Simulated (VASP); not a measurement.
A run of VASP 6.6.1 is set up as follows.

The input INCAR:

```
SYSTEM = TiSi2
  PREC = Accurate
  ENCUT = 520
  EDIFF = 1E-6
  ISMEAR = -1
  SIGMA = 0.05
  LREAL = .False.
  LASPH = .True.
  NELM = 60
  ALGO = Normal
  ISIF = 2
  LWAVE = .False.
  LCHARG = .False.
  GGA = PE
  NBANDS = 17
```

The input KPOINTS:

```
regular mesh
0
Gamma
  7 7 10
  0 0 0
```

POSCAR

```
TiSi2
1.0
    4.3824301720      0.0000000000      0.0000000000
   -2.1912150860      3.7952958592      0.0000000000
    0.0000000000      0.0000000000      2.5501808087
Ti Si
1 2
Direct
    0.0000000000      0.0000000000      0.0000000000
    0.3333333333      0.6666666667      0.5000000000
    0.6666666667      0.3333333333      0.5000000000
```

Potentials or basis: VASP PAW PBE potentials, release 64 (Ti_sv, Si).

Command:

```bash
$ cat potpaw_PBE.64/Ti_sv/POTCAR potpaw_PBE.64/Si/POTCAR > POTCAR
$ mpirun -np 1 vasp_std > vasp.out
```

Task: Predict the band gap on the k mesh.

Result: Zero (band 10 reaches 11.32 eV, above the bottom of band 11 at 8.66 eV).

Task: What does it give for the pressure?

Result: -0.1 GPa.
